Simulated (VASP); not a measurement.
Zn, 2 atoms in the cell. Symmetry: P6_3/mmc, No. 194, hexagonal system. The conventional cell has a = 2.688 Å, b = 2.688 Å, c = 4.999 Å, α = 90.00°, β = 90.00°, γ = 120.00°. Zn (site symmetry -6m2) has 12 Zn at 2.69 to 2.94 Å within 3.5 Å. 

| Property | Result |
| --- | --- |
| Program | VASP 6.6.1 |
| Task | single point |
| Functional | PBEsol |
| Potentials or basis | VASP PAW PBE potentials, release 64 (Zn) |
| Cutoff | 520 eV |
| k mesh | 11 × 11 × 6 |
| Occupations | fermi-dirac, width 0.05 eV |
| Spin | no spin polarisation |
| Dipole correction | no |
| Further INCAR settings | ALGO = Normal; EDIFF = 1e-06; NBANDS = 19 |

Potentials or basis: VASP PAW PBE potentials, release 64 (Zn).

Launch:

```bash
$ cat potpaw_PBE.64/Zn/POTCAR > POTCAR
$ mpirun -np 1 vasp_std > vasp.out
```

Hardware: 1 thread of Intel Xeon 8259CL, with other jobs on the host.

Problem. Estimate the wall time of this run.

Solution. Run time: 27 s on 1 thread of Intel Xeon 8259CL, on a shared host, peak memory 0.16 GiB. Counts: scf iterations 11, k points 64.
